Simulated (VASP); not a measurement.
Write the native input for VASP 6.6.1 that does the following.

* Task: single point
* Functional: PBEsol
* Potentials or basis: VASP PAW PBE potentials, release 64 (Ir)
* Cutoff: 500 eV
* k mesh: 11 × 11 × 6
* Occupations: fermi-dirac, width 0.05 eV
* Spin: no spin polarisation
* Dipole correction: no
* Further INCAR settings: ALGO = Normal; EDIFF = 1e-06; NBANDS = 16

The structure of Ir lies in POSCAR:

```
Ir
1.0
    2.6767178681      0.0000000000      0.0000000000
   -1.3383589340      2.3181056725      0.0000000000
    0.0000000000      0.0000000000      4.3444088631
Ir
2
Direct
    0.3333333333      0.6666666667      0.2500000000
    0.6666666667      0.3333333333      0.7500000000
```

One way to write it, as run:

INCAR

```
PREC = Accurate
ENCUT = 500
EDIFF = 1E-6
ISMEAR = -1
SIGMA = 0.05
LREAL = F
LASPH = T
NELM = 120
ALGO = Normal
ISIF = 2
LWAVE = F
LCHARG = F
GGA = PS
NBANDS = 16
GGA_COMPAT = F
```

KPOINTS

```
Automatic mesh
0
Gamma
  11 11 6
```

Potentials or basis: VASP PAW PBE potentials, release 64 (Ir).

The run is started by

```bash
$ cat potpaw_PBE.64/Ir/POTCAR > POTCAR
$ mpirun -np 1 vasp_std > vasp.out
```

It gave:

```
Pressure               : 21.4 GPa
Band gap on the k mesh : zero (band 9 reaches 12.31 eV, above the bottom of band 10 at 8.77 eV)
```

Caveat: the PAW data sets were made with another functional, which shifts forces and pressure a little; spin-orbit coupling is left out, which moves the levels of the heavy elements.

Run time: 32 s on 1 thread of Intel Xeon 8259CL, on a shared host, peak memory 0.15 GiB.
